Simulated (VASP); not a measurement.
A run of VASP 6.6.1 is set up as follows.

File INCAR:

```
ALGO = Normal
EDIFF = 1E-6
ENCUT = 520
GGA = PS
ISIF = 2
ISMEAR = 0
LASPH = True
LCHARG = False
LREAL = False
LWAVE = False
NBANDS = 21
NELM = 60
PREC = Accurate
SIGMA = 0.15
```

KPOINTS

```
k-points
0
Gamma
  18 18 18
```

Contents of POSCAR:

```
Ge
1.0
    0.0000000000      2.8378807265      2.7527443047
    2.8378807265      0.0000000000      2.7527443047
    2.8378807265      2.8378807265      0.0000000000
Ge
2
Direct
    0.5000000000      0.5000000000      0.5000000000
    0.7500000000      0.7500000000      0.7500000000
```

Potentials or basis: VASP PAW PBE potentials, release 64 (Ge_d).

The run is started by

```console
$ cat potpaw_PBE.64/Ge_d/POTCAR > POTCAR
$ mpirun -np 1 vasp_std > vasp.out
```

Problem. What does it give for the pressure?

Solution. 2.1 GPa.

Problem. Predict the band gap on the k mesh.

Solution. 0.02 eV (least direct gap 0.02 eV).

Stress tensor (GPa, compression positive):
```
1.42 0.00 0.00
0.00 1.42 0.00
0.00 0.00 3.51
```

Caveat: the cell differs from its parent crystal (strain +0.000 along x and y, -0.030 along z); the smearing spreads over this small gap; semilocal functionals underestimate gaps, and a narrow one can read as zero; the PAW data sets were made with another functional, which shifts forces and pressure a little. A k mesh can miss the band edges.
